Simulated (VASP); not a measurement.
# CsBa3 (I4/mmm) in VASP: relaxation of the atoms with PBE

Aim: the relaxation of the atoms of CsBa3 with PBE.

Program: VASP 6.6.1. These are calculated values, not measurements. Logs are shortened: lines on timing, memory, paths and dates and some standing lists are left out, and cuts for length are marked.

**1. The cell of the first run**

The structure is tetragonal, space group I4/mmm (No. 139). Conventional cell: a = 7.458 Å, b = 7.458 Å, c = 10.443 Å, α = 90.00°, β = 90.00°, γ = 90.00°.

**2. Relaxation of the atoms, PBE**

File INCAR:

```
PREC     = Accurate       # precision mode
ENCUT    = 520            # plane-wave cutoff, eV
EDIFF    = 1E-6           # SCF threshold, eV
ISMEAR   = -1             # smearing method
SIGMA    = 0.05           # smearing width, eV
LREAL    = F              # projectors in reciprocal space
LASPH    = T              # aspherical terms in the spheres
NELM     = 60             # most SCF steps
ALGO     = Fast           # electronic algorithm
ISIF     = 2              # what is computed and relaxed
LWAVE    = F              # write WAVECAR
LCHARG   = F              # write CHGCAR
GGA      = PE             # functional
IBRION   = 2              # ionic algorithm
NSW      = 60             # ionic steps
EDIFFG   = -0.01          # ionic threshold
```

File KPOINTS:

```
regular mesh
0
Gamma
  4 4 4
```

File POSCAR:

```
CsBa3
1.0
    0.0000000000      5.2734968400      5.2212840000
    5.2734968400      0.0000000000      5.2212840000
    5.2734968400      5.2734968400      0.0000000000
Ba Cs
3 1
Direct
    0.5000000000      0.5000000000      0.5000000000
    0.7500000000      0.7500000000      0.7500000000
    0.2500000000      0.2500000000      0.2500000000
    0.0000000000      0.0000000000      0.0000000000
```

Potentials or basis: VASP PAW PBE potentials, release 64 (Ba_sv, Cs_sv).

Run with:

```bash
cat potpaw_PBE.64/Ba_sv/POTCAR potpaw_PBE.64/Cs_sv/POTCAR > POTCAR
mpirun -np 1 vasp_std > vasp.out
```

OUTCAR:

```text
PREC = Accurate
   ENCUT = 520
   EDIFF = 1E-6
   ISMEAR = -1
   LREAL = F
   LASPH = T
   NELM = 60
   ISIF = 2
   GGA = PE
   IBRION = 2
   NSW = 60
   EDIFFG = -0.01

 ion  position               nearest neighbor table
   1  0.500  0.500  0.500-   3 4.55   3 4.55   3 4.55   2 4.55   3 4.55   2 4.55   2 4.55   2 4.55

   2  0.750  0.750  0.750-   1 4.55   1 4.55   1 4.55   1 4.55
   3  0.250  0.250  0.250-   1 4.55   1 4.55   1 4.55   1 4.55
   4  0.000  0.000  0.000-

  LATTYP: Found a body centered tetragonal cell.
 ALAT       =     7.4578507523
 C/A-ratio  =     1.4002114479

  Lattice vectors:

 A1 = (   0.0000000000,  -5.2734968400,  -5.2212840000)
 A2 = (   0.0000000000,   5.2734968400,  -5.2212840000)
 A3 = (   5.2734968400,   0.0000000000,   5.2212840000)

Analysis of symmetry for initial positions (statically):
=====================================================================
 Subroutine PRICEL returns:
 Original cell was already a primitive cell.

 Routine SETGRP: Setting up the symmetry group for a
 body centered tetragonal supercell.

 Subroutine GETGRP returns: Found 16 space group operations
 (whereof 16 operations were pure point group operations)
 out of a pool of 16 trial point group operations.

The static configuration has the point symmetry D_4h.

Analysis of symmetry for dynamics (positions and initial velocities):
=====================================================================
 Subroutine PRICEL returns:
 Original cell was already a primitive cell.

 Routine SETGRP: Setting up the symmetry group for a
 body centered tetragonal supercell.

 Subroutine GETGRP returns: Found 16 space group operations
 (whereof 16 operations were pure point group operations)
 out of a pool of 16 trial point group operations.

The dynamic configuration has the point symmetry D_4h.

 Subroutine INISYM returns: Found 16 space group operations
 (whereof 16 operations are pure point group operations),
 and found     1 'primitive' translations

----------------------------------------------------------------------------------------

                                     Primitive cell

  volume of cell :     290.4054

  direct lattice vectors                    reciprocal lattice vectors
     0.000000000  5.273496840  5.221284000    -0.094813748  0.094813748  0.095761885
     5.273496840  0.000000000  5.221284000     0.094813748 -0.094813748  0.095761885
     5.273496840  5.273496840  0.000000000     0.094813748  0.094813748 -0.095761885

  length of vectors
     7.421022539  7.421022539  7.457850752     0.164771455  0.164771455  0.164771455

  position of ions in fractional coordinates (direct lattice)
     0.500000000  0.500000000  0.500000000
     0.750000000  0.750000000  0.750000000
     0.250000000  0.250000000  0.250000000
     0.000000000  0.000000000  0.000000000

  ion indices of the primitive-cell ions
   primitive index   ion index
                 1           1
                 2           2
                 3           3
                 4           4

----------------------------------------------------------------------------------------

 KPOINTS: regular mesh

Automatic generation of k-mesh.
 Grid dimensions read from file:
 generate k-points for:    4    4    4

 Generating k-lattice:

  Cartesian coordinates                     Fractional coordinates (reciprocal lattice)
    -0.023703437  0.023703437  0.023940471     0.250000000  0.000000000  0.000000000
     0.023703437 -0.023703437  0.023940471     0.000000000  0.250000000  0.000000000
     0.023703437  0.023703437 -0.023940471     0.000000000  0.000000000  0.250000000

  Length of vectors
     0.041192864  0.041192864  0.041192864

  Shift w.r.t. Gamma in fractional coordinates (k-lattice)
     0.000000000  0.000000000  0.000000000

 Subroutine IBZKPT returns following result:
 ===========================================

 Found     13 irreducible k-points:

 Following reciprocal coordinates:
            Coordinates               Weight
  0.000000  0.000000  0.000000      1.000000
  0.250000  0.000000  0.000000      8.000000
  0.500000  0.000000  0.000000      4.000000
  0.250000  0.250000  0.000000      2.000000
  0.500000  0.250000  0.000000      8.000000
 -0.250000  0.250000  0.000000      4.000000
  0.500000  0.500000  0.000000      1.000000
  0.250000  0.000000  0.250000      4.000000
  0.500000  0.000000  0.250000     16.000000
 -0.250000  0.000000  0.250000      8.000000
 -0.250000  0.500000  0.250000      4.000000
  0.500000  0.000000  0.500000      2.000000
 -0.250000  0.250000  0.500000      2.000000
   k-points           NKPTS =     13   k-points in BZ     NKDIM =     13   number of bands    NBANDS=     23
   number of dos      NEDOS =    301   number of ions     NIONS =      4
   total plane-waves  NPLWV = 175616
   dimension x,y,z NGX =    56 NGY =   56 NGZ =   56
   dimension x,y,z NGXF=   112 NGYF=  112 NGZF=  112
   ions per type =               3   1
   NGX,Y,Z   is equivalent  to a cutoff of  12.55, 12.55, 12.48 a.u.
   NGXF,Y,Z  is equivalent  to a cutoff of  25.09, 25.09, 24.97 a.u.
 SYSTEM =  unknown system
   PREC   = accura    normal or accurate (medium, high low for compatibility)
   ISTART =      0    job   : 0-new  1-cont  2-samecut
   ICHARG =      2    charge: 1-file 2-atom 10-const
   ISPIN  =      1    spin polarized calculation?
   LNONCOLLINEAR =      F non collinear calculations
   LSORBIT =      F    spin-orbit coupling
   LASPH  =      T    aspherical Exc in radial PAW
   ENCUT  =  520.0 eV  38.22 Ry    6.18 a.u.  13.80 13.80 13.87*2*pi/ulx,y,z
   NELM   =     60;   NELMIN=  2; NELMDL= -5     # of ELM steps
   EDIFF  = 0.1E-05   stopping-criterion for ELM
   LREAL  =      F    real-space projection
   EDIFFG = -.1E-01   stopping-criterion for IOM
   NSW    =     60    number of steps for IOM
   IBRION =      2    ionic relax: 0-MD 1-quasi-New 2-CG
   NFREE  =      1    steps in history (QN), initial steepest desc. (CG)
   ISIF   =      2    stress and relaxation
   ISYM   =      2    0-nonsym 1-usesym 2-fastsym
   POTIM  = 0.5000    time-step for ionic-motion
   TEBEG  =    0.0;   TEEND  =   0.0 temperature during run
   PSTRESS=    0.0 pullay stress
   NELECT =      39.0000    total number of electrons
   NUPDOWN=      -1.0000    fix difference up-down
   EMIN   =  10.00;   EMAX   =-10.00  energy-range for DOS
   EFERMI =   0.00;   METHOD = LEGACY
   ISMEAR =    -1;   SIGMA  =   0.05  broadening in eV -4-tet -1-fermi 0-gaus
   EFERMI_NEDOS =   21; number of points for ismear=-14 and -15
   IALGO  =     68    algorithm
   IMIX   =      4    mixing-type and parameters
     AMIX     =   0.40;   BMIX     =  1.00
     AMIX_MAG =   1.60;   BMIX_MAG =  1.00
  volume/ion in A,a.u.               =      72.60       489.94
  Fermi-wavevector in a.u.,A,eV,Ry     =   0.838355  1.584262  9.562714  0.702840
  Thomas-Fermi vector in A             =   1.952396
   LORBIT       =      0    0 simple, 1 ext, 2 COOP (PROOUT), +10 PAW based schemes
   GGA     = PE    functional components
   LHFCALC =     F    Hartree Fock is set to
   AEXX    =    0.0000 exact exchange contribution
   IVDW    =     0    specifies the selected vdW correction
   LEPSILON=     F    determine dielectric tensor
   LRPA    =     F    only Hartree local field effects (RPA)
 conjugate gradient relaxation of ions
 non-spin polarized calculation
 RMM-DIIS sequential band-by-band and
  energy-cutoff  :      520.00
  volume of cell :      290.41
 maximum number of plane-waves:      7848
   NGX = 27   NGY = 27   NGZ = 27

 number of electron      39.0000001 magnetization

 Free energy of the ion-electron system (eV)
  ---------------------------------------------------
  ext. energy  EPLUGINS =         0.00000000
  ---------------------------------------------------
  free energy    TOTEN  =        -5.97440375 eV

  energy without entropy =       -5.90211292  energy(sigma->0) =       -5.93825834

 E-fermi :   1.2676     XC(G=0):  -6.9163

 val. band max:        1.2554226479   @ k =   0.2500   0.2500   0.0000
 cond. band min:       1.2841189807   @ k =  -0.2500   0.2500   0.0000
 fundamental gap:      0.0286963328
 Fermi energy:         1.2675804075

 k-point     1 :       0.0000    0.0000    0.0000
  band No.  band energies     occupation
      1     -28.0363      2.00000
      2     -28.0309      2.00000
      3     -27.8838      2.00000
      4     -21.5521      2.00000
      5     -13.2033      2.00000
      6     -13.2007      2.00000
[... 15 lines left out ...]
     22       1.8569      0.00002
     23       1.8617      0.00001

 k-point     2 :       0.2500    0.0000    0.0000
  band No.  band energies     occupation
      1     -28.0352      2.00000
      2     -28.0315      2.00000
      3     -27.8843      2.00000
      4     -21.5522      2.00000
      5     -13.2210      2.00000
      6     -13.2164      2.00000
[... 15 lines left out ...]
     22       1.8515      0.00002
     23       1.8764      0.00001

 k-point     3 :       0.5000    0.0000    0.0000
  band No.  band energies     occupation
      1     -28.0333      2.00000
      2     -28.0329      2.00000
      3     -27.8848      2.00000
      4     -21.5523      2.00000
      5     -13.2243      2.00000
      6     -13.2235      2.00000
[... 15 lines left out ...]
     22       1.7055      0.00031
     23       1.7439      0.00015

 k-point     4 :       0.2500    0.2500    0.0000
  band No.  band energies     occupation
      1     -28.0349      2.00000
      2     -28.0316      2.00000
      3     -27.8844      2.00000
      4     -21.5522      2.00000
      5     -13.2363      2.00000
      6     -13.2363      2.00000
[... 15 lines left out ...]
     22       1.9229      0.00000
     23       1.9331      0.00000

 k-point     5 :       0.5000    0.2500    0.0000
  band No.  band energies     occupation
      1     -28.0335      2.00000
      2     -28.0326      2.00000
      3     -27.8849      2.00000
      4     -21.5523      2.00000
      5     -13.2428      2.00000
      6     -13.2384      2.00000
[... 15 lines left out ...]
     22       2.0498      0.00000
     23       2.1063      0.00000

 k-point     6 :      -0.2500    0.2500    0.0000
  band No.  band energies     occupation
      1     -28.0340      2.00000
      2     -28.0322      2.00000
      3     -27.8848      2.00000
      4     -21.5523      2.00000
      5     -13.2350      2.00000
      6     -13.2272      2.00000
[... 15 lines left out ...]
     22       1.7765      0.00008
     23       1.9328      0.00000

 k-point     7 :       0.5000    0.5000    0.0000
  band No.  band energies     occupation
      1     -28.0335      2.00000
      2     -28.0324      2.00000
      3     -27.8851      2.00000
      4     -21.5523      2.00000
      5     -13.2557      2.00000
      6     -13.2557      2.00000
[... 15 lines left out ...]
     22       2.0865      0.00000
     23       2.1170      0.00000

 k-point     8 :       0.2500    0.0000    0.2500
  band No.  band energies     occupation
      1     -28.0350      2.00000
      2     -28.0315      2.00000
      3     -27.8844      2.00000
      4     -21.5522      2.00000
      5     -13.2376      2.00000
      6     -13.2356      2.00000
[... 15 lines left out ...]
     22       1.9024      0.00001
     23       1.9318      0.00000

 k-point     9 :       0.5000    0.0000    0.2500
  band No.  band energies     occupation
      1     -28.0336      2.00000
      2     -28.0324      2.00000
      3     -27.8849      2.00000
      4     -21.5523      2.00000
      5     -13.2428      2.00000
      6     -13.2382      2.00000
[... 15 lines left out ...]
     22       2.0565      0.00000
     23       2.1180      0.00000

 k-point    10 :      -0.2500    0.0000    0.2500
  band No.  band energies     occupation
      1     -28.0339      2.00000
      2     -28.0323      2.00000
      3     -27.8848      2.00000
      4     -21.5523      2.00000
      5     -13.2334      2.00000
      6     -13.2264      2.00000
[... 15 lines left out ...]
     22       1.7710      0.00008
     23       1.9456      0.00000

 k-point    11 :      -0.2500    0.5000    0.2500
  band No.  band energies     occupation
      1     -28.0330      2.00000
      2     -28.0328      2.00000
      3     -27.8851      2.00000
      4     -21.5523      2.00000
      5     -13.2554      2.00000
      6     -13.2147      2.00000
[... 15 lines left out ...]
     22       1.9383      0.00000
     23       2.1737      0.00000

 k-point    12 :       0.5000    0.0000    0.5000
  band No.  band energies     occupation
      1     -28.0337      2.00000
      2     -28.0322      2.00000
      3     -27.8851      2.00000
      4     -21.5523      2.00000
      5     -13.2566      2.00000
      6     -13.2551      2.00000
[... 15 lines left out ...]
     22       2.0291      0.00000
     23       2.0378      0.00000

 k-point    13 :      -0.2500    0.2500    0.5000
  band No.  band energies     occupation
      1     -28.0329      2.00000
      2     -28.0329      2.00000
      3     -27.8851      2.00000
      4     -21.5523      2.00000
      5     -13.2545      2.00000
      6     -13.2139      2.00000
[... 15 lines left out ...]
     22       1.9341      0.00000
     23       2.1817      0.00000

------------------------ aborting loop because EDIFF is reached ----------------------------------------

  FORCE on cell =-STRESS in cart. coord.  units (eV):
  Direction    XX          YY          ZZ          XY          YZ          ZX
  --------------------------------------------------------------------------------------
  -------------------------------------------------------------------------------------
  Total       -0.0527946     -0.0527946     -0.0509523      0.0000000      0.0000000      0.0000000
  in kB       -0.2912698     -0.2912698     -0.2811055      0.0000000      0.0000000      0.0000000
  external PRESSURE =      -0.2878817 kB  Pullay stress =       0.0000000 kB

 VOLUME and BASIS-vectors are now :
 -----------------------------------------------------------------------------
  energy-cutoff  :      520.00
  volume of cell :      290.41
      direct lattice vectors                 reciprocal lattice vectors
     0.000000000  5.273496840  5.221284000    -0.094813748  0.094813748  0.095761885
     5.273496840  0.000000000  5.221284000     0.094813748 -0.094813748  0.095761885
     5.273496840  5.273496840  0.000000000     0.094813748  0.094813748 -0.095761885

 POSITION                                       TOTAL-FORCE (eV/Angst)
 -----------------------------------------------------------------------------------
      5.27350      5.27350      5.22128         0.000000      0.000000      0.000000
      7.91025      7.91025      7.83193         0.000000      0.000000      0.000000
      2.63675      2.63675      2.61064        -0.000000     -0.000000     -0.000000
      0.00000      0.00000      0.00000         0.000000      0.000000      0.000000
 -----------------------------------------------------------------------------------
    total drift:                               -0.000000      0.000000      0.000000

  FREE ENERGIE OF THE ION-ELECTRON SYSTEM (eV)
  ---------------------------------------------------
  free  energy   TOTEN  =        -5.9744037535 eV

  energy  without entropy=       -5.9021129191  energy(sigma->0) =       -5.93825834

 reached required accuracy - stopping structural energy minimisation
```

It took 5 min on 1 thread of Intel Xeon Platinum 8259CL at 2.50GHz (Skylake/Cascade Lake), shared host; peak memory 0.44 GiB.

What came out:

```yaml
Free_energy: -5.9744 eV
Pressure_after_relaxing: 0.0 GPa
Band_gap_on_the_k_mesh: zero (an odd number of electrons rules out a gap without spin polarisation)
```

Final structure:
```
CELL_PARAMETERS angstrom
0.00000 5.27350 5.22128
5.27350 0.00000 5.22128
5.27350 5.27350 0.00000
ATOMIC_POSITIONS crystal
Ba 0.50000 0.50000 0.50000
Ba 0.75000 0.75000 0.75000
Ba 0.25000 0.25000 0.25000
Cs 0.00000 0.00000 0.00000
```

Levels at points of the mesh, in eV from the Fermi level:
```csv
k point,band 16,band 17,band 18,band 19,band 20,band 21,band 22,band 23
"(0.00, 0.00, 0.00)",-9.69,-2.47,-0.25,-0.23,0.57,0.58,0.59,0.59
"(0.50, 0.00, 0.00)",-9.69,-1.27,-1.02,0.35,0.36,0.41,0.44,0.48
"(0.50, 0.50, 0.00)",-9.69,-0.86,-0.83,-0.72,-0.41,0.70,0.82,0.85
"(0.50, 0.00, 0.50)",-9.69,-0.87,-0.86,-0.71,-0.42,0.68,0.76,0.77
```

Caveat: spin-orbit coupling is left out, which moves the levels of the heavy elements.

The gap in the log of VASP goes by the Fermi energy; the results here count the filled bands.